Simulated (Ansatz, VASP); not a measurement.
MnS: VASP beside Ansatz

```
Mn S
1.0
     3.97600    0.00000    0.00000
    -3.97600    6.88664    0.00000
     0.00000    0.00000    6.43200
Mn S
4 4
Cartesian
  0.0000 2.2955 0.0000
  -1.9880 5.7389 0.0000
  1.9880 1.1478 3.2160
  0.0000 4.5911 3.2160
  0.0000 2.2955 2.4763
  -1.9880 5.7389 2.4763
  1.9880 1.1478 5.6923
  0.0000 4.5911 5.6923
```

Alike in both runs: task single point; functional PBEsol; k mesh 6 × 3 × 3; occupations fermi-dirac, width 0.03 eV; collinear spin; Hubbard terms Mn d U = 6.1 eV.

|  | VASP | Ansatz |
| --- | --- | --- |
| version | VASP 6.6.1 | Ansatz 0.2.0 |
| potentials or method | VASP PAW PBE potentials, release 64 (Mn_pv, S), cutoff 520 eV | PAW, plane waves, scalar-relativistic |
| valence electrons in the cell | 76 | 84 |

|  | VASP | Ansatz | Ansatz less VASP |
| --- | --- | --- | --- |
| pressure (GPa) | 3.8 | 3.8 | +0.08 |
| traceless stress, the component that is largest in VASP (GPa) | -1.86 | -1.71 | +0.145 |
| rms of the force components (eV/Å) | 0.134 | 0.148 | +0.0135 |
| net moment per atom (μB) | 2.50 | 2.50 | 0.000 |
| size of the moment on the site where the two differ most (μB) | 4.64 | 4.39 | -0.257 |

VASP's potentials were made for PBE, not for PBEsol. Site moments also hang on the region over which each program counts them. The programs project onto different local orbitals, so the same U acts differently, and such runs can settle in different states. Atom by atom the forces differ by 0.013 eV/Å (rms over components). VASP's potentials hold 76 valence electrons a cell and Ansatz's 84, so a difference there can come from the potentials and not from the codes.
